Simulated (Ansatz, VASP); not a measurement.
## TiO2: VASP beside Ansatz

```xyz
6
Lattice="2.7418 -2.7419 -0.0205 2.7418 2.7419 -0.0205 -2.7046 0.0000 4.9873" Properties=species:S:1:pos:R:3 pbc="T T T"
Ti    2.0657    2.0564    1.2264
Ti    0.7133   -2.0564    3.7200
O    -0.6608   -0.6854    3.2855
O     3.4399    0.6854    1.6609
O     2.0875   -0.6854    4.1545
O     0.6915    0.6854    0.7918
```

Alike in both runs: task single point; functional PBE; k mesh 6 × 6 × 6; occupations gaussian, width 0.05 eV; no spin polarisation; Hubbard terms Ti d U = 4.0 eV.

|  | VASP | Ansatz |
| --- | --- | --- |
| version | VASP 6.6.1 | Ansatz 0.2.0 |
| potentials or method | VASP PAW PBE potentials, release 64 (Ti_sv, O), cutoff 520 eV | scalar-relativistic, plane waves, PAW |
| valence electrons in the cell | 48 | 48 |

Ansatz gave:

* gap on the k mesh at the Fermi level (eV): 2.54
* least direct gap on the mesh (eV): 2.77
* pressure (GPa): -8.5
* traceless stress, the component that is largest in VASP (GPa): -0.40
* rms of the force components (eV/Å): 0.112

Which values does VASP return?

gap on the k mesh at the Fermi level (eV): 2.58; least direct gap on the mesh (eV): 2.82; pressure (GPa): -5.0; traceless stress, the component that is largest in VASP (GPa): -0.94; rms of the force components (eV/Å): 0.047.

The programs project onto different local orbitals, so the same U acts differently, and such runs can settle in different states. Atom by atom the forces differ by 0.066 eV/Å (rms over components).
